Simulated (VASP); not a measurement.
TiO2, 6 atoms in the cell. The structure is tetragonal, space group P4_2/mnm (No. 136). The conventional cell has a = 4.390 Å, b = 4.390 Å, c = 3.074 Å, α = 90.00°, β = 90.00°, γ = 90.00°. Within 2.5 Å of Ti (site symmetry mmm) lie 6 O at 1.89 to 1.96 Å. Within 2.5 Å of O (site symmetry m2m) lie 3 Ti at 1.89 to 1.96 Å and 1 O at 2.42 Å.  This cell differs from its parent crystal: biaxial strain in the a-b plane: -4.5 %.

| Property | Result |
| --- | --- |
| Program | VASP 6.6.1 |
| Task | single point |
| Functional | r2SCAN |
| Potentials or basis | VASP PAW PBE potentials, release 64 (Ti_sv, O) |
| Cutoff | 520 eV |
| k mesh | 6 × 6 × 8 |
| Occupations | gaussian, width 0.02 eV |
| Spin | no spin polarisation |
| Hubbard terms | Ti d U = 4.0 eV |
| Dipole correction | no |
| Further INCAR settings | ALGO = Normal; EDIFF = 1e-07; NBANDS = 33 |

Potentials or basis: VASP PAW PBE potentials, release 64 (Ti_sv, O).

The run is started by

```console
$ cat potpaw_PBE.64/Ti_sv/POTCAR potpaw_PBE.64/O/POTCAR > POTCAR
$ cp INCAR.step1 INCAR
$ mpirun -np 1 vasp_std > vasp.out
$ cp INCAR.step2 INCAR
$ mpirun -np 1 vasp_std > vasp.out
```

Hardware: 1 thread of Intel(R) Xeon(R) 6975P-C (Granite Rapids) (shared host).

Problem. How long does it take, and how much memory?

Solution. Wall time 3.4 min on 1 thread of Intel(R) Xeon(R) 6975P-C (Granite Rapids) (shared host), peak memory 0.23 GiB. Counts: k points 50.
